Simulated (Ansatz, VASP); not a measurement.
Au in VASP and in Ansatz

```xyz
6
Lattice="2.9171 0.0000 0.0000 -1.4586 2.5263 0.0000 0.0000 0.0000 14.6671" Properties=species:S:1:pos:R:3 pbc="T T T"
Au    0.0000    0.0000    0.0000
Au    0.0000    1.6842    2.4445
Au    0.0000    0.0000    4.8890
Au    1.4586    0.8421    7.3336
Au    0.0000    0.0000    9.7781
Au    1.4586    0.8421   12.2226
```

Alike in both runs: task relaxation of cell and atoms; functional PBE; k mesh 18 × 18 × 4; occupations gaussian, width 0.1 eV; no spin polarisation.

```csv
,VASP,Ansatz
version,VASP 6.6.1,Ansatz 0.2.0
potentials or method,"VASP PAW PBE potentials, release 64 (Au), cutoff 600 eV","scalar-relativistic, plane waves, PAW"
valence electrons in the cell,66,114
```

VASP gave:

| Quantity | Value |
| --- | --- |
| gap on the k mesh at the Fermi level, each at its own relaxed structure (eV) | none |
| relaxed volume (Å³/atom) | 17.97 |
| relaxed length of the cell vector where the two differ most in proportion (Å) | 2.927 |

Q: What did Ansatz give for the same quantities?

A: gap on the k mesh at the Fermi level, each at its own relaxed structure (eV): none; relaxed volume (Å³/atom): 17.99; relaxed length of the cell vector where the two differ most in proportion (Å): 2.928.

A gap of «none» marks a metal or a gap that the smearing closes. VASP's potentials hold 66 valence electrons a cell and Ansatz's 114, so a difference there can come from the potentials and not from the codes.

Neither program's run includes spin-orbit coupling.
